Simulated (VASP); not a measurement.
AlN: single point with PBEsol

AlN:

```
CELL_PARAMETERS angstrom
3.11100 0.00000 0.00000
-1.55550 2.69421 0.00000
0.00000 0.00000 4.97800
ATOMIC_POSITIONS crystal
Al 0.33333 0.66667 0.00000
Al 0.66667 0.33333 0.50000
N 0.12555 0.44397 0.38500
N 0.66667 0.33333 0.88500
```

This cell differs from its parent crystal: atom 3 (N) moved by (-0.300, -0.600) A along x and y.

```yaml
Program: VASP 6.6.1
Task: single point
Functional: PBEsol
Potentials_or_basis: VASP PAW PBE potentials, release 64 (Al, N)
Cutoff: 600 eV
k_mesh: 12 × 12 × 6
Occupations: gaussian, width 0.05 eV
Spin: no spin polarisation
Dipole_correction: no
Further_INCAR_settings: ALGO = Normal; EDIFF = 1e-06; NBANDS = 16
```

* Pressure: 32.9 GPa
* Largest force: 23.493 eV/Å
* Band gap on the k mesh: 2.94 eV, direct

Forces in eV/Å, atoms in the order of the input:
```
Al   -0.372  -0.903   0.816
Al  -19.849  -5.051   8.704
N    20.741   6.163  -9.151
N    -0.520  -0.209  -0.369
```

Stress tensor (GPa, compression positive):
```
 85.56  19.61 -40.91
 19.61  -3.39  -5.96
-40.91  -5.96  16.51
```

Levels at points of the mesh, in eV from the valence-band top:
| k point | band 4 | band 5 | band 6 | band 7 | band 8 | band 9 | band 10 | band 11 | band 12 | band 13 |
| --- | --- | --- | --- | --- | --- | --- | --- | --- | --- | --- |
| (0.00, 0.00, 0.00) | -2.06 | -1.28 | -0.95 | -0.59 | 0.00 | 2.94 | 5.85 | 8.68 | 10.03 | 11.12 |
| (0.50, 0.00, 0.00) | -5.15 | -3.51 | -2.83 | -2.40 | -1.14 | 4.63 | 6.62 | 7.19 | 8.01 | 9.65 |
| (0.00, 0.50, 0.00) | -4.52 | -3.92 | -2.85 | -1.65 | -0.74 | 2.96 | 5.72 | 6.63 | 8.94 | 9.99 |
| (0.50, 0.50, 0.00) | -4.71 | -3.95 | -2.31 | -2.16 | -1.45 | 4.67 | 5.61 | 6.55 | 8.57 | 9.59 |
| (0.00, 0.00, 0.50) | -3.67 | -1.74 | -1.25 | -1.15 | -0.22 | 4.60 | 5.50 | 9.06 | 9.76 | 10.76 |
| (0.50, 0.00, 0.50) | -6.31 | -2.27 | -1.82 | -1.47 | -1.16 | 3.92 | 4.14 | 7.61 | 8.48 | 9.57 |
| (0.00, 0.50, 0.50) | -5.45 | -2.85 | -2.43 | -2.38 | -1.86 | 5.33 | 5.59 | 7.00 | 7.77 | 11.29 |
| (0.50, 0.50, 0.50) | -6.12 | -2.45 | -1.94 | -1.74 | -1.13 | 3.79 | 4.51 | 7.49 | 8.24 | 10.18 |

Run time: 8.8 min on 1 thread of AMD EPYC 7R43 64-Core Processor (Zen 3), on a shared host, peak memory 0.37 GiB.

Caveat: the cell differs from its parent crystal (atom 3 (N) moved by (-0.300, -0.600) A along x and y); the PAW data sets were made with another functional, which shifts forces and pressure a little. A k mesh can miss the band edges.
